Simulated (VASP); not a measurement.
AlN: single point with PBEsol

Crystal: AlN.

```xyz
2
Lattice="-0.0809 1.9414 1.9414 1.9414 -0.0809 1.9414 2.0223 2.0223 -0.1618" Properties=species:S:1:pos:R:3 pbc="T T T"
Al    1.9414    1.9414    1.8605
N     0.0000    0.0000    0.0000
```

This cell differs from its parent crystal: engineering shear strain xz -0.0800, engineering shear strain yz -0.0800.

| Item | Value |
| --- | --- |
| Program | VASP 6.6.1 |
| Task | single point |
| Functional | PBEsol |
| Potentials or basis | VASP PAW PBE potentials, release 64 (Al, N) |
| Cutoff | 520 eV |
| k mesh | 10 × 10 × 10 |
| Occupations | gaussian, width 0.05 eV |
| Spin | no spin polarisation |
| Dipole correction | no |
| Further INCAR settings | ALGO = Normal; EDIFF = 1e-07; NBANDS = 11 |

```
Pressure               : 1.7 GPa
Band gap on the k mesh : 2.75 eV, indirect (least direct gap 4.43 eV)
```

Stress tensor (GPa, compression positive):
```
 0.74 -2.83 24.93
-2.83  0.74 24.93
24.93 24.93  3.53
```

Levels at points of the mesh, in eV from the valence-band top:
```csv
k point,band 1,band 2,band 3,band 4,band 5,band 6,band 7,band 8,band 9
"(0.00, 0.00, 0.00)",-18.35,-1.58,-0.71,0.00,4.43,9.94,11.17,13.35,15.75
"(0.50, 0.00, 0.00)",-15.01,-9.15,-2.28,-1.35,4.96,9.80,11.05,12.12,15.13
"(0.50, 0.50, 0.00)",-13.96,-8.21,-3.61,-3.53,3.81,4.36,12.44,16.07,17.10
"(0.00, 0.00, 0.50)",-15.42,-9.73,-1.54,-0.99,6.28,11.00,11.54,12.00,16.12
"(0.50, 0.00, 0.50)",-14.01,-8.23,-4.40,-2.70,2.75,5.47,12.76,16.19,16.95
"(0.50, 0.50, 0.50)",-14.56,-8.57,-2.64,-2.13,4.11,8.77,9.21,13.05,14.33
```

Wall time 26 s on 1 thread of Intel(R) Xeon(R) Platinum 8488C (Sapphire Rapids), on a shared host, peak memory 0.16 GiB.

Caveat: the cell differs from its parent crystal (engineering shear strain xz -0.0800, engineering shear strain yz -0.0800); the PAW data sets were made with another functional, which shifts forces and pressure a little. A k mesh can miss the band edges.
